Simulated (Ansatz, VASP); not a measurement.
**Rh in VASP and in Ansatz**

Contents of INCAR:

```
PREC = Accurate ; ENCUT = 520
EDIFF = 1E-6 ; ISMEAR = 0
SIGMA = 0.15 ; LREAL = F
LASPH = T ; NELM = 60
ALGO = Fast ; ISIF = 2
LWAVE = F ; LCHARG = F
GGA = PE ; NBANDS = 14
```

The input KPOINTS:

```
Automatic mesh
0
Gamma
  22 22 22
```

Contents of POSCAR:

```
Rh
1.0
    0.0000000000      1.8635190000      1.9015500000
    1.9015500000      0.0000000000      1.9015500000
    1.9015500000      1.8635190000      0.0000000000
Rh
1
Direct
    0.0000000000      0.0000000000      0.0000000000
```

Input for Ansatz:

```yaml
crystal:
  lattice:
    - [0.0, 1.863519, 1.90155]
    - [1.90155, 0.0, 1.90155]
    - [1.90155, 1.863519, 0.0]
  atoms:
    - { symbol: Rh, position: [0.0, 0.0, 0.0] }
basis:
  ecutwfc: 420
kpoints:
  mp_grid: { grid: [22, 22, 22] }
hamiltonian:
  xc: pbe
scf:
  occupations: { method: gaussian, width: 0.15 }
output:
  forces: true
  stress: true
  eigenvalues: true
```

Change from the starting cell: strain -0.0200 x Voigt [0, 1, 0, 0, 0, 0], atoms carried along.

Alike in both runs: task single point; functional PBE; k mesh 22 × 22 × 22; occupations gaussian, width 0.15 eV; no spin polarisation.

|  | VASP | Ansatz |
| --- | --- | --- |
| version | VASP 6.6.1 | Ansatz 0.2.0 |
| potentials or method | VASP PAW PBE potentials, release 64 (Rh_pv), cutoff 520 eV | scalar-relativistic, plane waves, PAW |
| valence electrons in the cell | 15 | 17 |

```tsv
	VASP	Ansatz	Ansatz less VASP
gap on the k mesh at the Fermi level (eV)	none	none	-
pressure (GPa)	12.0	12.0	+0.01
traceless stress, the component that is largest in VASP (GPa)	3.43	3.43	+0.006
```

A gap of «none» marks a metal or a gap that the smearing closes. VASP's potentials hold 15 valence electrons a cell and Ansatz's 17, so a difference there can come from the potentials and not from the codes.
